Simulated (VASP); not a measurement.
## Sb: single point with r2SCAN

Sb:

```
Sb
1.0
     2.15060    1.24165    3.74400
    -2.15060    1.24165    3.74400
     0.00000   -2.48330    3.74400
Sb
2
Direct
  0.23364 0.23364 0.23364
  0.76636 0.76636 0.76636
```

- Program: VASP 6.6.1
- Task: single point
- Functional: r2SCAN
- Potentials or basis: VASP PAW PBE potentials, release 64 (Sb)
- Cutoff: 520 eV
- k mesh: 6 × 6 × 6
- Occupations: gaussian, width 0.1 eV
- Spin: no spin polarisation

* Pressure: 2.2 GPa
* Largest force: 0.017 eV/Å
* Band gap on the k mesh: zero (band 5 reaches 7.49 eV, above the bottom of band 6 at 7.28 eV)

Forces in eV/Å, atoms in the order of the input:
```
Sb   0.000  0.000 -0.017
Sb   0.000  0.000  0.017
```

Stress tensor (GPa, compression positive):
```
2.27 0.00 0.00
0.00 2.27 0.00
0.00 0.00 2.06
```

Levels at points of the mesh, in eV from the Fermi level:
```csv
k point,band 3,band 4,band 5,band 6,band 7,band 8
"(0.00, 0.00, 0.00)",-2.40,-2.14,-2.14,2.06,2.71,2.71
"(0.50, 0.00, 0.00)",-2.26,-2.12,-0.48,-0.17,0.23,0.36
"(0.50, 0.50, 0.00)",-5.87,-4.17,-4.09,1.59,5.12,5.77
"(0.50, 0.50, 0.50)",-1.60,-1.60,-0.42,-0.05,-0.05,1.17
```

Wall time 40 s on 1 thread of Intel(R) Xeon(R) 6975P-C (Granite Rapids), on a shared host, peak memory 0.2 GiB.

Caveat: the PAW data sets were made with another functional, which shifts forces and pressure a little; spin-orbit coupling is left out, which moves the levels of the heavy elements.
